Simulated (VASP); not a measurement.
# Ca3Y: single point with LDA

Crystal: Ca3Y.

```
Ca Y
1.0
     5.53627    0.00000    0.00000
     0.00000    5.53627    0.00000
     0.00000    0.00000    5.53627
Ca Y
3 1
Direct
  0.00000 0.50000 0.50000
  0.50000 0.00000 0.50000
  0.50000 0.50000 0.00000
  0.00000 0.00000 0.00000
```

| Property | Result |
| --- | --- |
| Program | VASP 6.6.1 |
| Task | single point |
| Functional | LDA |
| Potentials or basis | VASP PAW LDA potentials, release 64 (Ca_sv, Y_sv) |
| Cutoff | 520 eV |
| k mesh | 5 × 5 × 5 |
| Occupations | methfessel-paxton, width 0.1 eV |
| Spin | no spin polarisation |
| Dipole correction | no |
| Further INCAR settings | ALGO = Normal; EDIFF = 1e-06; NBANDS = 28 |

The pressure is -3.2 GPa and the band gap on the k mesh is zero (an odd number of electrons rules out a gap without spin polarisation).

Levels at points of the mesh, in eV from the Fermi level:
```tsv
k point	band 17	band 18	band 19	band 20	band 21	band 22	band 23	band 24
(0.00, 0.00, 0.00)	-4.10	-0.86	-0.86	-0.54	0.08	0.08	0.08	1.04
```

It took 94 s on 1 thread of Intel Xeon 8259CL (shared host), peak memory 0.24 GiB.

Caveat: the cell stands under tension.
